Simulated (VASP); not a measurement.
A run of VASP 6.6.1 is set up as follows.

File INCAR:

```
SYSTEM = H6C2O
  PREC = Accurate
  ENCUT = 520
  EDIFF = 1E-6
  ISMEAR = -1
  SIGMA = 0.02
  LREAL = Auto
  LASPH = .True.
  NELM = 120
  ALGO = Normal
  ISIF = 2
  LWAVE = .False.
  LCHARG = .True.
  GGA = PE
  LELF = .True.
  LVHAR = .True.
  NBANDS = 64
  GGA_COMPAT = .False.
```

File KPOINTS:

```
Automatic mesh
0
Gamma
  1 1 1
  0 0 0
```

The input POSCAR:

```
H6C2O
1.0
    7.2936330000      0.0000000000      0.0000000000
    0.0000000000      7.2936330000      0.0000000000
    0.0000000000      0.0000000000      7.2936330000
C O H
8 4 24
Direct
    0.4849023799      0.0392808358      0.9080385591
    0.6235164286      0.1543949360      1.0249898782
    0.7571261126      0.7129780180      0.3019071566
    0.6459332407      0.7431001807      0.4685593586
    0.3266136369      0.2412103817      0.3723932915
    0.1413972982      0.3055678837      0.2925428247
    0.3254208157      0.5432546442      0.8648090739
    0.1484445406      0.6427935159      0.8004515719
    0.7846158423      0.0374847487      1.0890731683
    0.4825441587      0.6340461605      0.4713837398
    0.1776480939      0.4976395165      0.2573751654
   -0.0007677930      0.5146132250      0.8160816427
    0.8807819094      0.1278923686      1.1176871663
    0.6826227752      0.2581292478      0.9414101313
    0.5652875597      0.2359866475      1.1458761361
    0.3841706870      0.1261511239      0.8276533793
    0.5855792305     -0.0261186709      0.8059083861
    0.4193109250     -0.0578723936      1.0035739391
    0.5109113661      0.5355767146      0.5462846842
    0.7445809242      0.7034902908      0.5683450209
    0.5790941222      0.8842369776      0.4611419302
    0.8570214597      0.8326166123      0.2817663022
    0.8351804924      0.5850033858      0.3112440673
    0.7064929096      0.6712292763      0.1576717666
    0.0790141209      0.5369203523      0.1698741903
    0.1375309122      0.2449945041      0.1441394158
    0.0292721062      0.2725253656      0.3692672774
    0.3659904467      0.0954394058      0.3626039314
    0.4359692899      0.3481529712      0.3440946371
    0.3361699170      0.2886215964      0.5095951496
   -0.0893656152      0.5436659618      0.7166798768
    0.1288521098      0.7715359410      0.8532099161
    0.1736857338      0.6710647492      0.6603430691
    0.4127983955      0.6537482761      0.8752976740
    0.3331947193      0.4536285278      0.9948677154
    0.3642766232      0.4500089324      0.7522588537
```

Potentials or basis: VASP PAW PBE potentials, release 64 (C, O, H).

Command:

```bash
$ cat potpaw_PBE.64/C/POTCAR potpaw_PBE.64/O/POTCAR potpaw_PBE.64/H/POTCAR > POTCAR
$ mpirun -np 1 vasp_gam > vasp.out
```

**Question.** Estimate the band gap on the k mesh.

**Answer.** 4.52 eV.

**Question.** Estimate the largest force.

**Answer.** 6.476 eV/Å.

Stress tensor (GPa, compression positive):
```
 0.08  1.58 -2.56
 1.58  1.01 -0.68
-2.56 -0.68  1.67
```

Caveat: the k points lie up to 0.86 Å⁻¹ apart.
